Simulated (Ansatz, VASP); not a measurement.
## Two plane-wave programs on BeTe

POSCAR

```
BeTe
1.0
    0.0000000000      2.8000497143      2.8000497143
    2.8000497143      0.0000000000      2.8000497143
    2.8000497143      2.8000497143      0.0000000000
Be Te
1 1
Direct
    0.0000000000      0.0000000000      0.0000000000
    0.2500000000      0.2500000000      0.2500000000
```

INCAR.step1

```
PREC = Accurate
ENCUT = 520
ISMEAR = 0
SIGMA = 0.01
LREAL = False
LASPH = True
NELM = 60
NBANDS = 11
GGA = PE
ALGO = Normal
EDIFF = 1E-4
LWAVE = True
LCHARG = False
```

Contents of INCAR.step2:

```
PREC = Accurate
ENCUT = 520
EDIFF = 1E-6
ISMEAR = 0
SIGMA = 0.01
LREAL = False
LASPH = True
NELM = 60
ALGO = Normal
ISIF = 2
LWAVE = False
LCHARG = False
METAGGA = R2SCAN
LMIXTAU = True
NBANDS = 11
ISTART = 1
```

File KPOINTS:

```
regular mesh
0
Gamma
  6 6 6
```

Input for Ansatz:

```yaml
crystal:
  lattice:
    - [0.0, 2.8000497143, 2.8000497143]
    - [2.8000497143, 0.0, 2.8000497143]
    - [2.8000497143, 2.8000497143, 0.0]
  atoms:
    - { symbol: Be, position: [0.0, 0.0, 0.0] }
    - { symbol: Te, position: [0.25, 0.25, 0.25] }
kpoints:
  mp_grid: { grid: [6, 6, 6] }
hamiltonian:
  xc: r2scan
scf:
  occupations: { method: fixed }
  n_extra_bands: 4
output:
  forces: true
  stress: true
  eigenvalues: true
```

Alike in both runs: task single point; functional r2SCAN; k mesh 6 × 6 × 6; no spin polarisation.

```csv
,VASP,Ansatz
version,VASP 6.6.1,Ansatz 0.2.0
potentials or method,"VASP PAW PBE potentials, release 64 (Be, Te)","plane waves, PAW"
plane-wave cutoff (eV),520,500
occupations,"gaussian, width 0.01 eV",fixed
valence electrons in the cell,8,18
```

VASP gave:

```
gap on the k mesh at the Fermi level (eV) : 2.29
pressure (GPa)                            : 2.2
```

Question: Which values does Ansatz return?

Answer: gap on the k mesh at the Fermi level (eV): 2.30; pressure (GPa): 2.0.

VASP's potentials were made for PBE, not for r2SCAN. VASP's potentials hold 8 valence electrons a cell and Ansatz's 18, so a difference there can come from the potentials and not from the codes.

Spin-orbit coupling is off throughout.
